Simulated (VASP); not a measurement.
Write the native input for VASP 6.6.1 that does the following.

- Task: single point
- Functional: PBEsol
- Potentials or basis: VASP PAW PBE potentials, release 64 (Ta_pv, H)
- Cutoff: 520 eV
- k mesh: 10 × 10 × 6
- Occupations: methfessel-paxton, width 0.15 eV
- Spin: no spin polarisation
- Dipole correction: no
- Further INCAR settings: ALGO = Normal; EDIFF = 1e-07; NBANDS = 18

The structure of Ta2H lies in POSCAR:

```
Ta2H
1.0
    1.7060363752     -2.3515397469      0.0000000000
    1.7060363752      2.3515397469      0.0000000000
    0.0000000000      0.0000000000      4.7185791346
Ta H
2 1
Direct
    0.0000000000      0.5000000000      0.2645700000
    0.5000000000      0.0000000000      0.7354300000
    0.0000000000      0.0000000000      0.0000000000
```

The input as run:

INCAR

```
PREC = Accurate
ENCUT = 520
EDIFF = 1E-7
ISMEAR = 1
SIGMA = 0.15
LREAL = F
LASPH = T
NELM = 60
ALGO = Normal
ISIF = 2
LWAVE = F
LCHARG = F
GGA = PS
NBANDS = 18
```

KPOINTS

```
Automatic mesh
0
Gamma
  10 10 6
```

Potentials or basis: VASP PAW PBE potentials, release 64 (Ta_pv, H).

The run is started by

```bash
$ cat potpaw_PBE.64/Ta_pv/POTCAR potpaw_PBE.64/H/POTCAR > POTCAR
$ mpirun -np 1 vasp_std > vasp.out
```

It gave:

```
Pressure : 1.3 GPa
```

Caveat: the PAW data sets were made with another functional, which shifts forces and pressure a little.

It took 46 s on 1 thread of AMD EPYC 9R45 96-Core Processor (Zen 5) (shared host), peak memory 0.18 GiB.
